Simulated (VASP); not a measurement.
Set up this calculation in VASP 6.6.1, as the native input.

```
Task                    : single point
Functional              : PBE
Potentials or basis     : VASP PAW PBE potentials, release 64 (Fe, Ni)
Cutoff                  : 520 eV
k mesh                  : 12 × 12 × 12
Occupations             : gaussian, width 0.05 eV
Spin                    : collinear spin, ferromagnetic start
Starting moments        : [3.2, 0.75, 0.75, 0.75] μB
Dipole correction       : no
k mesh for the DOS      : 18 × 18 × 18
Occupations for the DOS : tetrahedron
Further INCAR settings  : ALGO = Normal; EDIFF = 1e-06; NBANDS = 31
```

FeNi3:

```xyz
4
Lattice="3.5434 0.0000 0.0000 0.0000 3.5434 0.0000 0.0000 0.0000 3.5434" Properties=species:S:1:pos:R:3 pbc="T T T"
Fe    0.0000    0.0000    0.0000
Ni    0.0000    1.7717    1.7717
Ni    1.7717    0.0000    1.7717
Ni    1.7717    1.7717    0.0000
```

One way to write it, as run:

POSCAR

```
FeNi3
1.0
    3.5433718917      0.0000000000      0.0000000000
    0.0000000000      3.5433718917      0.0000000000
    0.0000000000      0.0000000000      3.5433718917
Fe Ni
1 3
Direct
    0.0000000000      0.0000000000      0.0000000000
    0.0000000000      0.5000000000      0.5000000000
    0.5000000000      0.0000000000      0.5000000000
    0.5000000000      0.5000000000      0.0000000000
```

INCAR.step1

```
SYSTEM = FeNi3
PREC     = Accurate       ! precision mode
ENCUT    = 520            ! plane-wave cutoff, eV
EDIFF    = 1E-6           ! SCF threshold, eV
ISMEAR   = 0              ! smearing method
SIGMA    = 0.05           ! smearing width, eV
LREAL    = .FALSE.        ! projectors in reciprocal space
LASPH    = .TRUE.         ! aspherical terms in the spheres
NELM     = 150            ! most SCF steps
ALGO     = Normal         ! electronic algorithm
ISIF     = 2              ! what is computed and relaxed
LWAVE    = .FALSE.        ! write WAVECAR
LCHARG   = .TRUE.         ! write CHGCAR
ISPIN    = 2              ! spin polarisation
MAGMOM   = 3.2 0.75 0.75 0.75 ! initial moments
LMAXMIX  = 4              ! l up to which the mixer works
GGA      = PE             ! functional
NBANDS   = 31             ! bands
```

KPOINTS.step1

```
Automatic mesh
0
G
  12 12 12
  0 0 0
```

INCAR.step2

```
SYSTEM = FeNi3
PREC     = Accurate       ! precision mode
ENCUT    = 520            ! plane-wave cutoff, eV
EDIFF    = 1E-6           ! SCF threshold, eV
ISMEAR   = -5             ! smearing method
SIGMA    = 0.05           ! smearing width, eV
LREAL    = .FALSE.        ! projectors in reciprocal space
LASPH    = .TRUE.         ! aspherical terms in the spheres
NELM     = 150            ! most SCF steps
ALGO     = Normal         ! electronic algorithm
ISIF     = 2              ! what is computed and relaxed
LWAVE    = .FALSE.        ! write WAVECAR
LCHARG   = .FALSE.        ! write CHGCAR
ISPIN    = 2              ! spin polarisation
MAGMOM   = 3.2 0.75 0.75 0.75 ! initial moments
LORBIT   = 10             ! projections on sites
LMAXMIX  = 4              ! l up to which the mixer works
GGA      = PE             ! functional
NBANDS   = 31             ! bands
NEDOS    = 2001           ! points of the DOS
ICHARG   = 11             ! starting density
```

KPOINTS.step2

```
Automatic mesh
0
G
  18 18 18
  0 0 0
```

Potentials or basis: VASP PAW PBE potentials, release 64 (Fe, Ni).

Run with:

```console
$ cat potpaw_PBE.64/Fe/POTCAR potpaw_PBE.64/Ni/POTCAR > POTCAR
$ cp INCAR.step1 INCAR
$ cp KPOINTS.step1 KPOINTS
$ mpirun -np 1 vasp_std > vasp.out
$ cp INCAR.step2 INCAR
$ cp KPOINTS.step2 KPOINTS
$ mpirun -np 1 vasp_std > vasp.out
```

Results of the run:

```yaml
Net_moment: 4.79 μB per cell
Site_moments: Fe +2.90; Ni +0.63 μB
Valence_electrons_inside_the_program's_atomic_spheres: Fe 7.09; Ni 9.34
```

It took 6.3 min on 1 thread of Intel(R) Xeon(R) Platinum 8488C (Sapphire Rapids) (shared host), peak memory 0.51 GiB.
